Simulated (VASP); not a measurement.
Runs of VASP 6.6.1 on Se. The structure is that of space group Fm-3m (No. 225), or close to it. The cells are those of the table. This isn't the form of Se at room conditions, which is trigonal, of chains.

```tsv
task	cell	k mesh	cutoff (eV)	gap on the mesh (eV)	pressure (GPa)
relaxation of cell and atoms	relaxed from a = 3.136 Å, angles 60.0°, 1 atom	12 × 12 × 12	600	none	0.0
single point	a = 3.209 Å, angles 60.0°, 1 atom	14 × 14 × 14	520	none	(a)
single point	a = 3.090 Å, angles 60.0°, 1 atom	12 × 12 × 12	520	none	-0.1
single point	a = 3.170 Å, angles 60.0°, 1 atom	14 × 14 × 14	520	none	-4.1
single point	a = 3.005 Å, angles 60.0°, 1 atom	14 × 14 × 14	520	none	6.2
```

Alike in all rows: level revPBE; potentials or basis VASP PAW PBE potentials, release 64 (Se); no spin polarisation; smearing fermi-dirac 0.1 eV.

Question: Estimate the missing entries.

Answer: (a) -5.5.

Caveats: the PAW data sets were made with another functional, which shifts forces and pressure a little; the cell stands under tension (at least some runs); the cell stands under pressure (at least some runs).

A k mesh can miss the band edges, and the runs leave out spin-orbit coupling on Se.

A gap of «none» marks levels without a gap at the run's occupations.
